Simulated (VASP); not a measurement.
Write the native input for VASP 6.6.1 that does the following.

- Task: single point
- Functional: PBE
- Dispersion: D3(BJ)
- Potentials or basis: VASP PAW PBE potentials, release 64 (Mo_sv, S)
- Cutoff: 520 eV
- k mesh: 12 × 12 × 4
- Occupations: gaussian, width 0.05 eV
- Spin: no spin polarisation
- Dipole correction: no
- Further INCAR settings: ALGO = Normal; EDIFF = 1e-06; NBANDS = 35

The structure of MoS2 lies in POSCAR:

```
MoS2
1.0
    3.2753000000      0.0000000000      0.0000000000
   -1.6376500000      2.8364930050      0.0000000000
    0.0000000000      0.0000000000     11.0072000000
Mo S
2 4
Direct
    0.6666666667      0.3333333333      0.2501439769
    0.3333333333      0.6666666667      0.7498560231
    0.3333333333      0.6666666667      0.3795985159
    0.6666666667      0.3333333333      0.8793132861
    0.3333333333      0.6666666667      0.1206867139
    0.6666666667      0.3333333333      0.6204014841
```

These files were run (other wordings do the same):

INCAR

```
SYSTEM = MoS2
  PREC = Accurate
  ENCUT = 520
  EDIFF = 1E-6
  ISMEAR = 0
  SIGMA = 0.05
  LREAL = .FALSE.
  LASPH = .TRUE.
  NELM = 60
  ALGO = Normal
  ISIF = 2
  LWAVE = .FALSE.
  LCHARG = .FALSE.
  GGA = PE
  IVDW = 12
  NBANDS = 35
```

KPOINTS

```
Automatic mesh
0
G
  12 12 4
  0 0 0
```

Potentials or basis: VASP PAW PBE potentials, release 64 (Mo_sv, S).

Run with:

```bash
$ cat potpaw_PBE.64/Mo_sv/POTCAR potpaw_PBE.64/S/POTCAR > POTCAR
$ mpirun -np 1 vasp_std > vasp.out
```

It gave:

| Item | Value |
| --- | --- |
| Pressure | 4.4 GPa |
| Largest force | 1.761 eV/Å |
| Band gap on the k mesh | zero (bands 26 and 27 overlap by 0.47 eV) |
| Dispersion energy per atom | -0.445 eV |

Caveat: the stress differs along the axes, from -4 to 21 GPa; forces of over 1 eV/Å act on the atoms, so gaps and moduli don't describe the material at rest.

It took 3.6 min on 1 thread of Intel(R) Xeon(R) Platinum 8259CL CPU @ 2.50GHz (Skylake/Cascade Lake), with other jobs on the host, peak memory 0.33 GiB.
